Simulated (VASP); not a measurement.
Wanted: the native input for a VASP 6.6.1 run.

```yaml
Task: relaxation of cell and atoms
Functional: PBE
Potentials_or_basis: VASP PAW PBE potentials, release 64 (Si, Ge_d, P)
Cutoff: 600 eV
k_mesh: 6 × 6 × 6
Occupations: gaussian, width 0.1 eV
Spin: no spin polarisation
Dipole_correction: no
Further_INCAR_settings: ALGO = Normal; EDIFF = 1e-06; IBRION = 2; EDIFFG = -0.04; NSW = 90; ISIF = 3
```

The structure of Si2GeP3 lies in POSCAR:

```
Si2GeP3
1.0
   -2.4491733400      2.4491733400      4.3932240500
    2.4491733400     -2.4491733400      4.3932240500
    2.4491733400      2.4491733400     -4.3932240500
Si Ge P
2 1 3
Direct
    0.7500000000      0.2500000000      0.5000000000
    0.2500000000      0.7500000000      0.5000000000
    0.5000000000      0.5000000000      0.0000000000
    0.5000000000      0.0000000000      0.5000000000
    0.0000000000      0.5000000000      0.5000000000
    0.0000000000      0.0000000000      0.0000000000
```

The cell was built from a structure type or drawn by symmetry, and may not be a known phase.

One way to write it, as run:

INCAR

```
ALGO = Normal ; EDIFF = 1E-6
EDIFFG = -0.04 ; ENCUT = 600
GGA = PE ; IBRION = 2
ISIF = 3 ; ISMEAR = 0
LASPH = T ; LCHARG = F
LREAL = F ; LWAVE = F
NELM = 60 ; NSW = 90
PREC = Accurate ; SIGMA = 0.1
```

KPOINTS

```
k-points
0
Gamma
  6 6 6
```

Potentials or basis: VASP PAW PBE potentials, release 64 (Si, Ge_d, P).

The run is started by

```sh
$ cat potpaw_PBE.64/Si/POTCAR potpaw_PBE.64/Ge_d/POTCAR potpaw_PBE.64/P/POTCAR > POTCAR
$ mpirun -np 1 vasp_std > vasp.out
```

Results of the run:

```json
{"Relaxed volume": "18.49 Å³/atom", "Relaxed cell": "a = 5.871 Å, b = 5.871 Å, c = 5.871 Å, α = 131.58°, β = 131.58°, γ = 70.90°", "Space group after relaxing (to 0.1 Å)": "I4/mmm (No. 139)", "Energy gained by relaxing": "71.2 meV/atom", "Ionic steps": "6", "Pressure after relaxing": "-0.2 GPa", "Band gap on the k mesh": "zero (an odd number of electrons rules out a gap without spin polarisation)"}
```

Wall time 7.3 min on 1 thread of Intel(R) Xeon(R) Platinum 8259CL CPU @ 2.50GHz (Skylake/Cascade Lake) (shared host), peak memory 0.38 GiB.
